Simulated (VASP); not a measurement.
# BiTe (Fm-3m) in VASP: a series of runs

The runs below take BiTe through single point, with r2SCAN.

Program: VASP 6.6.1. These are calculated values, not measurements. Logs are shortened: lines on timing, memory, paths and dates and some standing lists are left out, and cuts for length are marked.

**1. The cell of the first run**

It takes space group Fm-3m (No. 225, cubic). The conventional cell has a = 6.276 Å, b = 6.276 Å, c = 6.276 Å, α = 90.00°, β = 90.00°, γ = 90.00°. Within 4.1 Å of Bi (site symmetry m-3m) lie 6 Te at 3.14 Å. Te (site symmetry m-3m) has 6 Bi at 3.14 Å within 4.1 Å.

**2. Single point, r2SCAN (strain -0.030 along x and y, -0.030 along z)**

File POSCAR:

```
BiTe
1.0
    0.0000000000      3.1379500000      3.1379500000
    3.1379500000      0.0000000000      3.1379500000
    3.1379500000      3.1379500000      0.0000000000
Bi Te
1 1
Direct
    0.0000000000      0.0000000000      0.0000000000
    0.5000000000      0.5000000000      0.5000000000
```

File INCAR.step1:

```
SYSTEM = BiTe
PREC = Accurate ; ENCUT = 520
ISMEAR = 0 ; SIGMA = 0.15
LREAL = .FALSE. ; LASPH = .TRUE.
NELM = 100 ; NBANDS = 18
GGA = PE ; ALGO = Normal
EDIFF = 1E-4 ; LWAVE = .TRUE.
LCHARG = .FALSE.
```

File INCAR.step2:

```
SYSTEM = BiTe
PREC = Accurate ; ENCUT = 520
EDIFF = 1E-7 ; ISMEAR = 0
SIGMA = 0.15 ; LREAL = .FALSE.
LASPH = .TRUE. ; NELM = 100
ALGO = Normal ; ISIF = 2
LWAVE = .FALSE. ; LCHARG = .FALSE.
METAGGA = R2SCAN ; LMIXTAU = .TRUE.
NBANDS = 18 ; ISTART = 1
```

File KPOINTS:

```
regular mesh
0
G
  14 14 14
  0 0 0
```

Potentials or basis: VASP PAW PBE potentials, release 64 (Bi_d, Te).

Run with:

```sh
> cat potpaw_PBE.64/Bi_d/POTCAR potpaw_PBE.64/Te/POTCAR > POTCAR
> cp INCAR.step1 INCAR
> mpirun -np 1 vasp_std > vasp.out
> cp INCAR.step2 INCAR
> mpirun -np 1 vasp_std > vasp.out
```

OUTCAR:

```text
SYSTEM = BiTe
   PREC = Accurate
   ENCUT = 520
   EDIFF = 1E-7
   ISMEAR = 0
   LREAL = .FALSE.
   LASPH = .TRUE.
   NELM = 100
   ISIF = 2
   METAGGA = R2SCAN
   ISTART = 1

 ion  position               nearest neighbor table
   1  0.000  0.000  0.000-   2 3.14   2 3.14   2 3.14   2 3.14   2 3.14   2 3.14
   2  0.500  0.500  0.500-   1 3.14   1 3.14   1 3.14   1 3.14   1 3.14   1 3.14

  LATTYP: Found a face centered cubic cell.
 ALAT       =     6.2759000000

  Lattice vectors:

 A1 = (   0.0000000000,   3.1379500000,   3.1379500000)
 A2 = (   3.1379500000,   0.0000000000,   3.1379500000)
 A3 = (   3.1379500000,   3.1379500000,   0.0000000000)

Analysis of symmetry for initial positions (statically):
=====================================================================
 Subroutine PRICEL returns:
 Original cell was already a primitive cell.

 Routine SETGRP: Setting up the symmetry group for a
 face centered cubic supercell.

 Subroutine GETGRP returns: Found 48 space group operations
 (whereof 48 operations were pure point group operations)
 out of a pool of 48 trial point group operations.

The static configuration has the point symmetry O_h .

Analysis of symmetry for dynamics (positions and initial velocities):
=====================================================================
 Subroutine PRICEL returns:
 Original cell was already a primitive cell.

 Routine SETGRP: Setting up the symmetry group for a
 face centered cubic supercell.

 Subroutine GETGRP returns: Found 48 space group operations
 (whereof 48 operations were pure point group operations)
 out of a pool of 48 trial point group operations.

The dynamic configuration has the point symmetry O_h .

 Subroutine INISYM returns: Found 48 space group operations
 (whereof 48 operations are pure point group operations),
 and found     1 'primitive' translations

----------------------------------------------------------------------------------------

                                     Primitive cell

  volume of cell :      61.7971

  direct lattice vectors                    reciprocal lattice vectors
     0.000000000  3.137950000  3.137950000    -0.159339696  0.159339696  0.159339696
     3.137950000  0.000000000  3.137950000     0.159339696 -0.159339696  0.159339696
     3.137950000  3.137950000  0.000000000     0.159339696  0.159339696 -0.159339696

  length of vectors
     4.437731448  4.437731448  4.437731448     0.275984450  0.275984450  0.275984450

  position of ions in fractional coordinates (direct lattice)
[... 79 lines left out ...]
   EDIFF  = 0.1E-06   stopping-criterion for ELM
   LREAL  =      F    real-space projection
   EDIFFG = 0.1E-05   stopping-criterion for IOM
   NSW    =      0    number of steps for IOM
   IBRION =     -1    ionic relax: 0-MD 1-quasi-New 2-CG
   NFREE  =      0    steps in history (QN), initial steepest desc. (CG)
   ISIF   =      2    stress and relaxation
   ISYM   =      2    0-nonsym 1-usesym 2-fastsym
   POTIM  = 0.5000    time-step for ionic-motion
   TEBEG  =    0.0;   TEEND  =   0.0 temperature during run
   PSTRESS=    0.0 pullay stress
   NELECT =      21.0000    total number of electrons
   NUPDOWN=      -1.0000    fix difference up-down
   EMIN   =  10.00;   EMAX   =-10.00  energy-range for DOS
   EFERMI =   0.00;   METHOD = LEGACY
   ISMEAR =     0;   SIGMA  =   0.15  broadening in eV -4-tet -1-fermi 0-gaus
   EFERMI_NEDOS =   21; number of points for ismear=-14 and -15
   IALGO  =     38    algorithm
   IMIX   =      4    mixing-type and parameters
     AMIX     =   0.40;   BMIX     =  1.00
     AMIX_MAG =   1.60;   BMIX_MAG =  1.00
  volume/ion in A,a.u.               =      30.90       208.51
  Fermi-wavevector in a.u.,A,eV,Ry     =   1.142419  2.158858 17.757237  1.305120
  Thomas-Fermi vector in A             =   2.279116
   LORBIT       =      0    0 simple, 1 ext, 2 COOP (PROOUT), +10 PAW based schemes
   METAGGA = R2SCAN    functional components
   LHFCALC =     F    Hartree Fock is set to
   AEXX    =    0.0000 exact exchange contribution
   IVDW    =     0    specifies the selected vdW correction
   LEPSILON=     F    determine dielectric tensor
   LRPA    =     F    only Hartree local field effects (RPA)
 non-spin polarized calculation
 Gauss-broadening in eV      SIGMA  =   0.15
  energy-cutoff  :      520.00
  volume of cell :       61.80
 maximum number of plane-waves:      1687
 NGX is ok and might be reduce to    36
   NGX = 17   NGY = 17   NGZ = 17

 number of electron      20.9999999 magnetization

 Free energy of the ion-electron system (eV)
  ---------------------------------------------------
  ext. energy  EPLUGINS =         0.00000000
  ---------------------------------------------------
  free energy    TOTEN  =       -83.93705782 eV

  energy without entropy =      -83.92313221  energy(sigma->0) =      -83.93009501

 E-fermi :   7.8134     XC(G=0): -10.4466

 val. band max:        7.8129297498   @ k =   0.5000   0.0714   0.0000
 cond. band min:       7.8328421322   @ k =   0.1429   0.1429   0.0000
 fundamental gap:      0.0199123823
 Fermi energy:         7.8133957006

 k-point     1 :       0.0000    0.0000    0.0000
  band No.  band energies     occupation
      1     -16.1908      2.00000
      2     -16.1908      2.00000
      3     -16.1785      2.00000
      4     -16.1785      2.00000
      5     -16.1785      2.00000
      6      -7.0925      2.00000
[... 481 lines left out ...]
      5     -16.1712      2.00000
      6      -6.3186      2.00000
[... 10 lines left out ...]
     17      16.4489      0.00000
     18      16.5621      0.00000

 [... further k-points ...]

------------------------ aborting loop because EDIFF is reached ----------------------------------------

  FORCE on cell =-STRESS in cart. coord.  units (eV):
  Direction    XX          YY          ZZ          XY          YZ          ZX
  --------------------------------------------------------------------------------------
  -------------------------------------------------------------------------------------
  Total        2.2034157      2.2034157      2.2034157      0.0000000      0.0000000     -0.0000000
  in kB       57.1266785     57.1266785     57.1266785      0.0000000      0.0000000     -0.0000000
  external PRESSURE =      57.1266785 kB  Pullay stress =       0.0000000 kB

 VOLUME and BASIS-vectors are now :
 -----------------------------------------------------------------------------
  energy-cutoff  :      520.00
  volume of cell :       61.80
      direct lattice vectors                 reciprocal lattice vectors
     0.000000000  3.137950000  3.137950000    -0.159339696  0.159339696  0.159339696
     3.137950000  0.000000000  3.137950000     0.159339696 -0.159339696  0.159339696
     3.137950000  3.137950000  0.000000000     0.159339696  0.159339696 -0.159339696

 POSITION                                       TOTAL-FORCE (eV/Angst)
 -----------------------------------------------------------------------------------
      0.00000      0.00000      0.00000        -0.000000      0.000000     -0.000000
      3.13795      3.13795      3.13795         0.000000      0.000000      0.000000
 -----------------------------------------------------------------------------------
    total drift:                               -0.000000      0.000000      0.000000

  FREE ENERGIE OF THE ION-ELECTRON SYSTEM (eV)
  ---------------------------------------------------
  free  energy   TOTEN  =       -83.9370578237 eV

  energy  without entropy=      -83.9231322062  energy(sigma->0) =      -83.93009501
```

It took 8.6 min on 1 thread of Intel Xeon 8259CL, shared host; peak memory 0.29 GiB.

Results:

* Free energy: -83.9371 eV
* Pressure: 5.7 GPa
* Band gap on the k mesh: zero (an odd number of electrons rules out a gap without spin polarisation)

Caveat: the cell differs from its parent crystal (strain -0.030 along x and y, -0.030 along z); the cell stands under pressure; the PAW data sets were made with another functional, which shifts forces and pressure a little; spin-orbit coupling is left out, which moves the levels of the heavy elements.

**3. Single point, r2SCAN (strain +0.030 along x and y, +0.030 along z)**

File POSCAR:

```
BiTe
1.0
    0.0000000000      3.3320500000      3.3320500000
    3.3320500000      0.0000000000      3.3320500000
    3.3320500000      3.3320500000      0.0000000000
Bi Te
1 1
Direct
    0.0000000000      0.0000000000      0.0000000000
    0.5000000000      0.5000000000      0.5000000000
```

File INCAR.step1:

```
  ALGO = Normal
  EDIFF = 1E-4
  ENCUT = 520
  GGA = PE
  ISMEAR = 0
  LASPH = True
  LCHARG = False
  LREAL = False
  LWAVE = True
  NBANDS = 18
  NELM = 100
  PREC = Accurate
  SIGMA = 0.15
```

File INCAR.step2:

```
  ALGO = Normal
  EDIFF = 1E-7
  ENCUT = 520
  ISIF = 2
  ISMEAR = 0
  ISTART = 1
  LASPH = True
  LCHARG = False
  LMIXTAU = True
  LREAL = False
  LWAVE = False
  METAGGA = R2SCAN
  NBANDS = 18
  NELM = 100
  PREC = Accurate
  SIGMA = 0.15
```

File KPOINTS:

```
k-points
0
Gamma
  14 14 14
```

Potentials or basis: VASP PAW PBE potentials, release 64 (Bi_d, Te).

Run with:

```sh
> cat potpaw_PBE.64/Bi_d/POTCAR potpaw_PBE.64/Te/POTCAR > POTCAR
> cp INCAR.step1 INCAR
> mpirun -np 1 vasp_std > vasp.out
> cp INCAR.step2 INCAR
> mpirun -np 1 vasp_std > vasp.out
```

It took 9.6 min on 1 thread of Intel Xeon 8259CL, shared host; peak memory 0.31 GiB.

The run converged. Its results:

* Free energy: -83.9563 eV
* Pressure: -3.7 GPa
* Band gap on the k mesh: zero (an odd number of electrons rules out a gap without spin polarisation)

Levels at points of the mesh, in eV from the Fermi level:
```
           k point  band 8  band 9  band 10  band 11  band 12  band 13
(0.00, 0.00, 0.00)   -2.56   -2.56    -2.56     2.04     2.04     2.04
(0.50, 0.00, 0.00)   -1.93   -1.93    -1.67    -0.69    -0.57    -0.57
(0.50, 0.50, 0.00)   -5.37   -3.89    -3.89     2.81     3.33     3.33
```

Caveat: the cell differs from its parent crystal (strain +0.030 along x and y, +0.030 along z); the cell stands under tension; the PAW data sets were made with another functional, which shifts forces and pressure a little; spin-orbit coupling is left out, which moves the levels of the heavy elements.

The gap in the log of VASP goes by the Fermi energy; the results here count the filled bands.